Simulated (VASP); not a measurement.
# HgTe (Cmcm) in VASP: further runs, part 2 of 2

VASP 6.6.1. The steps go on from the part before.

## 3. Single point, PBE (strain -0.0750 x Voigt [1, -1, 0, 0, 0, 0])

The input, INCAR:

```
PREC = Accurate
ENCUT = 520
EDIFF = 1E-6
ISMEAR = 0
SIGMA = 0.15
LREAL = F
LASPH = T
NELM = 100
ALGO = Normal
ISIF = 2
LWAVE = F
LCHARG = F
GGA = PE
NBANDS = 26
```

The input, KPOINTS:

```
Automatic mesh
0
Gamma
  10 10 8
```

The input, POSCAR:

```
HgTe
1.0
    2.7439474164     -3.7392670244      0.0000000000
    2.7439474164      3.7392670244      0.0000000000
    0.0000000000      0.0000000000      5.8781768394
Hg Te
2 2
Direct
    0.3319444959      0.6680555041      0.7500000000
    0.6680555041      0.3319444959      0.2500000000
    0.7707545029      0.2292454971      0.7500000000
    0.2292454971      0.7707545029      0.2500000000
```

Potentials or basis: VASP PAW PBE potentials, release 64 (Hg, Te).

Command:

```
$ cat potpaw_PBE.64/Hg/POTCAR potpaw_PBE.64/Te/POTCAR > POTCAR
$ mpirun -np 1 vasp_std > vasp.out
```

OUTCAR:

```text
PREC = Accurate
   ENCUT = 520
   EDIFF = 1E-6
   ISMEAR = 0
   LREAL = F
   LASPH = T
   NELM = 100
   ISIF = 2
   GGA = PE

 ion  position               nearest neighbor table
   1  0.332  0.668  0.750-   3 2.78   3 2.78   4 3.04   4 3.04   3 3.28   2 3.87   2 3.87
   2  0.668  0.332  0.250-   4 2.78   4 2.78   3 3.04   3 3.04   4 3.28   1 3.87   1 3.87
   3  0.771  0.229  0.750-   1 2.78   1 2.78   2 3.04   2 3.04   1 3.28
   4  0.229  0.771  0.250-   2 2.78   2 2.78   1 3.04   1 3.04   2 3.28

  LATTYP: Found a base centered orthorhombic cell.
 ALAT       =     5.4878948328
 B/A-ratio  =     1.3627327558
 C/A-ratio  =     1.0711168888

  Lattice vectors:

 A1 = (   2.7439474164,  -3.7392670244,   0.0000000000)
 A2 = (   2.7439474164,   3.7392670244,   0.0000000000)
 A3 = (   0.0000000000,   0.0000000000,   5.8781768394)

Analysis of symmetry for initial positions (statically):
=====================================================================
 Subroutine PRICEL returns:
 Original cell was already a primitive cell.

 Routine SETGRP: Setting up the symmetry group for a
 base centered orthorhombic supercell.

 Subroutine GETGRP returns: Found  8 space group operations
 (whereof  4 operations were pure point group operations)
 out of a pool of  8 trial point group operations.

The static configuration has the point symmetry C_2h.
 The point group associated with its full space group is D_2h.

Analysis of symmetry for dynamics (positions and initial velocities):
=====================================================================
 Subroutine PRICEL returns:
 Original cell was already a primitive cell.

 Routine SETGRP: Setting up the symmetry group for a
 base centered orthorhombic supercell.

 Subroutine GETGRP returns: Found  8 space group operations
 (whereof  4 operations were pure point group operations)
 out of a pool of  8 trial point group operations.

The dynamic configuration has the point symmetry C_2h.
 The point group associated with its full space group is D_2h.

 Subroutine INISYM returns: Found  8 space group operations
 (whereof  4 operations are pure point group operations),
 and found     1 'primitive' translations

----------------------------------------------------------------------------------------

                                     Primitive cell

  volume of cell :     120.6243

  direct lattice vectors                    reciprocal lattice vectors
     2.743947416 -3.739267024  0.000000000     0.182219235 -0.133716046  0.000000000
     2.743947416  3.739267024  0.000000000     0.182219235  0.133716046  0.000000000
     0.000000000  0.000000000  5.878176839     0.000000000  0.000000000  0.170120775

  length of vectors
     4.638034638  4.638034638  5.878176839     0.226017324  0.226017324  0.170120775

  position of ions in fractional coordinates (direct lattice)
     0.331944496  0.668055504  0.750000000
     0.668055504  0.331944496  0.250000000
     0.770754503  0.229245497  0.750000000
     0.229245497  0.770754503  0.250000000

  ion indices of the primitive-cell ions
   primitive index   ion index
                 1           1
                 2           2
                 3           3
                 4           4

----------------------------------------------------------------------------------------

 KPOINTS: Automatic mesh

Automatic generation of k-mesh.
 Grid dimensions read from file:
 generate k-points for:   10   10    8

 Generating k-lattice:

  Cartesian coordinates                     Fractional coordinates (reciprocal lattice)
     0.018221924 -0.013371605  0.000000000     0.100000000  0.000000000  0.000000000
     0.018221924  0.013371605  0.000000000     0.000000000  0.100000000  0.000000000
     0.000000000  0.000000000  0.021265097     0.000000000  0.000000000  0.125000000

  Length of vectors
     0.022601732  0.022601732  0.021265097

  Shift w.r.t. Gamma in fractional coordinates (k-lattice)
     0.000000000  0.000000000  0.000000000

 Subroutine IBZKPT returns following result:
 ===========================================

 Found    155 irreducible k-points:

 Following reciprocal coordinates:
            Coordinates               Weight
  0.000000  0.000000  0.000000      1.000000
  0.100000  0.000000  0.000000      4.000000
  0.200000  0.000000  0.000000      4.000000
  0.300000  0.000000  0.000000      4.000000
  0.400000  0.000000  0.000000      4.000000
  0.500000 -0.000000  0.000000      2.000000
[... 16 lines left out ...]
  0.300000  0.300000  0.000000      2.000000
  0.400000  0.300000  0.000000      4.000000
 [... further k-points ...]
   k-points           NKPTS =    155   k-points in BZ     NKDIM =    155   number of bands    NBANDS=     26
   number of dos      NEDOS =    301   number of ions     NIONS =      4
   total plane-waves  NPLWV =  62208
   dimension x,y,z NGX =    36 NGY =   36 NGZ =   48
   dimension x,y,z NGXF=    72 NGYF=   72 NGZF=   96
   ions per type =               2   2
   NGX,Y,Z   is equivalent  to a cutoff of  12.90, 12.90, 13.58 a.u.
   NGXF,Y,Z  is equivalent  to a cutoff of  25.81, 25.81, 27.15 a.u.
 SYSTEM =  unknown system
   PREC   = accura    normal or accurate (medium, high low for compatibility)
   ISTART =      0    job   : 0-new  1-cont  2-samecut
   ICHARG =      2    charge: 1-file 2-atom 10-const
   ISPIN  =      1    spin polarized calculation?
   LNONCOLLINEAR =      F non collinear calculations
   LSORBIT =      F    spin-orbit coupling
   LASPH  =      T    aspherical Exc in radial PAW
   ENCUT  =  520.0 eV  38.22 Ry    6.18 a.u.   8.62  8.62 10.93*2*pi/ulx,y,z
   NELM   =    100;   NELMIN=  2; NELMDL= -5     # of ELM steps
   EDIFF  = 0.1E-05   stopping-criterion for ELM
   LREAL  =      F    real-space projection
   EDIFFG = 0.1E-04   stopping-criterion for IOM
   NSW    =      0    number of steps for IOM
   IBRION =     -1    ionic relax: 0-MD 1-quasi-New 2-CG
   NFREE  =      0    steps in history (QN), initial steepest desc. (CG)
   ISIF   =      2    stress and relaxation
   ISYM   =      2    0-nonsym 1-usesym 2-fastsym
   POTIM  = 0.5000    time-step for ionic-motion
   TEBEG  =    0.0;   TEEND  =   0.0 temperature during run
   PSTRESS=    0.0 pullay stress
   NELECT =      36.0000    total number of electrons
   NUPDOWN=      -1.0000    fix difference up-down
   EMIN   =  10.00;   EMAX   =-10.00  energy-range for DOS
   EFERMI =   0.00;   METHOD = LEGACY
   ISMEAR =     0;   SIGMA  =   0.15  broadening in eV -4-tet -1-fermi 0-gaus
   EFERMI_NEDOS =   21; number of points for ismear=-14 and -15
   IALGO  =     38    algorithm
   IMIX   =      4    mixing-type and parameters
     AMIX     =   0.40;   BMIX     =  1.00
     AMIX_MAG =   1.60;   BMIX_MAG =  1.00
  volume/ion in A,a.u.               =      30.16       203.50
  Fermi-wavevector in a.u.,A,eV,Ry     =   1.094034  2.067424 16.284945  1.196910
  Thomas-Fermi vector in A             =   2.230331
   LORBIT       =      0    0 simple, 1 ext, 2 COOP (PROOUT), +10 PAW based schemes
   GGA     = PE    functional components
   LHFCALC =     F    Hartree Fock is set to
   AEXX    =    0.0000 exact exchange contribution
   IVDW    =     0    specifies the selected vdW correction
   LEPSILON=     F    determine dielectric tensor
   LRPA    =     F    only Hartree local field effects (RPA)
 non-spin polarized calculation
 Gauss-broadening in eV      SIGMA  =   0.15
  energy-cutoff  :      520.00
  volume of cell :      120.62
 maximum number of plane-waves:      3282
   NGX = 17   NGY = 17   NGZ = 21

 number of electron      35.9999997 magnetization

 Free energy of the ion-electron system (eV)
  ---------------------------------------------------
  ext. energy  EPLUGINS =         0.00000000
  ---------------------------------------------------
  free energy    TOTEN  =        -6.37464471 eV

  energy without entropy =       -6.35514174  energy(sigma->0) =       -6.36489322

 E-fermi :   3.9471     XC(G=0):  -9.4883

 val. band max:        3.9469389037   @ k =   0.0000   0.0000   0.3750
 cond. band min:       3.9490404995   @ k =   0.3000   0.1000   0.2500
 fundamental gap:      0.0021015958
 Fermi energy:         3.9470676396

 k-point     1 :       0.0000    0.0000    0.0000
  band No.  band energies     occupation
      1      -8.2272      2.00000
      2      -7.1638      2.00000
      3      -3.1804      2.00000
      4      -3.0764      2.00000
      5      -3.0270      2.00000
      6      -3.0236      2.00000
[... 18 lines left out ...]
     25      11.0507      0.00000
     26      11.4742      0.00000
[... 644 lines left out ...]
      4      -3.4079      2.00000
      5      -3.1636      2.00000
      6      -2.9737      2.00000
[... 18 lines left out ...]
     25      11.5602      0.00000
     26      11.9211      0.00000

 [... further k-points ...]
[... 5 lines left out ...]
  --------------------------------------------------------------------------------------
  -------------------------------------------------------------------------------------
  Total        7.1426002     -0.6385170      1.3791168      0.0000000      0.0000000      0.0000000
  in kB       94.8706804     -8.4810207     18.3179436      0.0000000      0.0000000      0.0000000
  external PRESSURE =      34.9025344 kB  Pullay stress =       0.0000000 kB

 VOLUME and BASIS-vectors are now :
 -----------------------------------------------------------------------------
  energy-cutoff  :      520.00
  volume of cell :      120.62
      direct lattice vectors                 reciprocal lattice vectors
     2.743947416 -3.739267024  0.000000000     0.182219235 -0.133716046  0.000000000
     2.743947416  3.739267024  0.000000000     0.182219235  0.133716046  0.000000000
     0.000000000  0.000000000  5.878176839     0.000000000  0.000000000  0.170120775

 POSITION                                       TOTAL-FORCE (eV/Angst)
 -----------------------------------------------------------------------------------
      2.74395      1.25681      4.40863         0.000000     -0.275577     -0.000000
      2.74395     -1.25681      1.46954         0.000000      0.275577      0.000000
      2.74395     -2.02485      4.40863         0.000000      0.360345      0.000000
      2.74395      2.02485      1.46954         0.000000     -0.360345     -0.000000
 -----------------------------------------------------------------------------------
    total drift:                                0.000000     -0.000000      0.000000

  FREE ENERGIE OF THE ION-ELECTRON SYSTEM (eV)
  ---------------------------------------------------
  free  energy   TOTEN  =        -6.3746447095 eV

  energy  without entropy=       -6.3551417375  energy(sigma->0) =       -6.36489322
```

Wall time 4 min (1 thread of AMD EPYC 9R45 (Zen 5), shared host); peak memory 0.51 GiB.

Results:

- Free energy: -6.3746 eV
- Pressure: 3.5 GPa
- Largest force: 0.360 eV/Å
- Band gap on the k mesh: zero (band 18 reaches 4.56 eV, above the bottom of band 19 at 2.56 eV)

Forces on the atoms (eV/Å):
```
Hg   0.000 -0.276  0.000
Hg   0.000  0.276  0.000
Te   0.000  0.360  0.000
Te   0.000 -0.360  0.000
```

Caveat: the cell differs from its parent crystal (strain -0.0750 x Voigt [1, -1, 0, 0, 0, 0]); spin-orbit coupling is left out, which moves the levels of the heavy elements.

## 4. Single point, PBE (strain -0.0500 x Voigt [1, -1, 0, 0, 0, 0])

The input, INCAR:

```
SYSTEM = HgTe
PREC = Accurate
ENCUT = 520
EDIFF = 1E-7
ISMEAR = 0
SIGMA = 0.15
LREAL = .FALSE.
LASPH = .TRUE.
NELM = 80
ALGO = Normal
ISIF = 2
LWAVE = .FALSE.
LCHARG = .TRUE.
GGA = PE
LELF = .TRUE.
LVHAR = .TRUE.
NBANDS = 26
```

The input, KPOINTS:

```
regular mesh
0
G
  10 10 8
  0 0 0
```

Changes to POSCAR since step 3:

```diff
@@ -2,4 +2,4 @@
 1.0
-    2.7439474164     -3.7392670244      0.0000000000
-    2.7439474164      3.7392670244      0.0000000000
+    2.8181081574     -3.6523073262      0.0000000000
+    2.8181081574      3.6523073262      0.0000000000
     0.0000000000      0.0000000000      5.8781768394
```

Command:

```
$ cat potpaw_PBE.64/Hg/POTCAR potpaw_PBE.64/Te/POTCAR > POTCAR
$ mpirun -np 1 vasp_std > vasp.out
```

It took 5 min on 1 thread of AMD EPYC 9R45 (Zen 5), shared host; peak memory 0.51 GiB.

Results (log left out):

```
Free energy            : -6.5368 eV
Pressure               : 1.9 GPa
Largest force          : 0.228 eV/Å
Band gap on the k mesh : zero (band 18 reaches 4.46 eV, above the bottom of band 19 at 2.48 eV)
```

Forces in eV/Å, atoms in the order of the input:
```
Hg   0.000 -0.176  0.000
Hg   0.000  0.176  0.000
Te   0.000  0.228  0.000
Te   0.000 -0.228  0.000
```

Stress tensor (GPa, compression positive):
```
 5.38  0.00  0.00
 0.00 -0.74  0.00
 0.00  0.00  1.02
```

Levels at points of the mesh, in eV from the Fermi level:
| k point | band 14 | band 15 | band 16 | band 17 | band 18 | band 19 | band 20 | band 21 | band 22 | band 23 |
| --- | --- | --- | --- | --- | --- | --- | --- | --- | --- | --- |
| (0.00, 0.00, 0.00) | -2.91 | -2.69 | -1.90 | -1.28 | -0.48 | -0.38 | -0.17 | 4.38 | 4.51 | 5.91 |
| (0.50, 0.00, 0.00) | -4.12 | -2.45 | -1.97 | -0.98 | -0.90 | 2.04 | 2.82 | 3.31 | 4.35 | 5.49 |
| (0.50, 0.50, 0.00) | -4.02 | -2.67 | -2.02 | -1.90 | -1.89 | -1.37 | -1.04 | 3.39 | 5.56 | 6.88 |
| (0.00, 0.00, 0.50) | -3.45 | -2.15 | -2.15 | -0.80 | -0.80 | 1.15 | 1.15 | 4.39 | 4.39 | 5.31 |
| (0.50, 0.00, 0.50) | -5.43 | -1.10 | -1.10 | 0.50 | 0.50 | 1.97 | 1.97 | 3.99 | 3.99 | 4.93 |
| (0.50, 0.50, 0.50) | -4.35 | -3.01 | -3.01 | -2.83 | -2.83 | 1.87 | 1.87 | 5.57 | 5.57 | 6.21 |

Caveat: the cell differs from its parent crystal (strain -0.0500 x Voigt [1, -1, 0, 0, 0, 0]); spin-orbit coupling is left out, which moves the levels of the heavy elements.

## 5. Single point, PBE (strain +0.0500 x Voigt [1, -1, 0, 0, 0, 0])

The input, INCAR:

```
SYSTEM = HgTe
PREC = Accurate ; ENCUT = 520
EDIFF = 1E-6 ; ISMEAR = 0
SIGMA = 0.15 ; LREAL = .False.
LASPH = .True. ; NELM = 100
ALGO = Normal ; ISIF = 2
LWAVE = .False. ; LCHARG = .False.
GGA = PE ; NBANDS = 26
```

The input, KPOINTS:

```
regular mesh
0
Gamma
  10 10 8
  0 0 0
```

Changes to POSCAR since step 4:

```diff
@@ -2,4 +2,4 @@
 1.0
-    2.8181081574     -3.6523073262      0.0000000000
-    2.8181081574      3.6523073262      0.0000000000
+    3.1147511214     -3.3044685332      0.0000000000
+    3.1147511214      3.3044685332      0.0000000000
     0.0000000000      0.0000000000      5.8781768394
```

Command:

```
$ cat potpaw_PBE.64/Hg/POTCAR potpaw_PBE.64/Te/POTCAR > POTCAR
$ mpirun -np 1 vasp_std > vasp.out
```

Wall time 2.8 min (1 thread of Intel Xeon 6975P-C (Granite Rapids), shared host); peak memory 0.54 GiB.

It converged, with:

```
Free energy            : -6.5729 eV
Pressure               : -0.1 GPa
Largest force          : 0.286 eV/Å
Band gap on the k mesh : zero (band 18 reaches 4.05 eV, above the bottom of band 19 at 2.12 eV)
```

Forces on the atoms (eV/Å):
```
Hg   0.000  0.286  0.000
Hg   0.000 -0.286  0.000
Te   0.000 -0.281  0.000
Te   0.000  0.281  0.000
```

Stress tensor (GPa, compression positive):
```
-2.29  0.00  0.00
 0.00  1.61  0.00
 0.00  0.00  0.45
```

Levels at points of the mesh, in eV from the Fermi level:
| k point | band 14 | band 15 | band 16 | band 17 | band 18 | band 19 | band 20 | band 21 | band 22 | band 23 |
| --- | --- | --- | --- | --- | --- | --- | --- | --- | --- | --- |
| (0.00, 0.00, 0.00) | -2.57 | -2.56 | -2.06 | -0.51 | -0.47 | -0.44 | -0.15 | 4.10 | 6.60 | 6.63 |
| (0.50, 0.00, 0.00) | -3.80 | -2.44 | -1.79 | -0.45 | -0.28 | 1.20 | 2.25 | 3.77 | 4.54 | 5.07 |
| (0.50, 0.50, 0.00) | -3.80 | -2.31 | -1.99 | -1.83 | -1.66 | -1.55 | -1.20 | 4.03 | 5.24 | 8.14 |
| (0.00, 0.00, 0.50) | -3.48 | -1.31 | -1.31 | -1.24 | -1.24 | 1.70 | 1.70 | 5.12 | 5.12 | 5.33 |
| (0.50, 0.00, 0.50) | -5.17 | -0.42 | -0.42 | 0.30 | 0.30 | 2.36 | 2.36 | 3.63 | 3.63 | 4.41 |
| (0.50, 0.50, 0.50) | -4.34 | -2.75 | -2.75 | -2.72 | -2.72 | 2.37 | 2.37 | 5.28 | 5.28 | 6.99 |

Caveat: the cell differs from its parent crystal (strain +0.0500 x Voigt [1, -1, 0, 0, 0, 0]); spin-orbit coupling is left out, which moves the levels of the heavy elements.

## 6. Summary

```csv
cell,gap on the mesh (eV),pressure (GPa),largest force (eV/Å)
"a = 4.530, b = 4.530, c = 5.878 Å, angles 90.0, 90.0, 90.5°, 4 atoms",none,0.4,0.53
"a = 4.638, b = 4.638, c = 5.878 Å, angles 90.0, 90.0, 107.5°, 4 atoms",none,3.5,0.36
"a = 4.613, b = 4.613, c = 5.878 Å, angles 90.0, 90.0, 104.7°, 4 atoms",none,1.9,0.23
"a = 4.541, b = 4.541, c = 5.878 Å, angles 90.0, 90.0, 93.4°, 4 atoms",none,-0.1,0.29
```

Alike in all rows: task single point; level PBE; potentials or basis VASP PAW PBE potentials, release 64 (Hg, Te); no spin polarisation; k mesh 10 × 10 × 8; cutoff (eV) 520; smearing gaussian 0.15 eV.

Caveats: spin-orbit coupling is left out, which moves the levels of the heavy elements.

Total energies depend on the potentials used, so only differences within one code and one set of settings carry meaning.
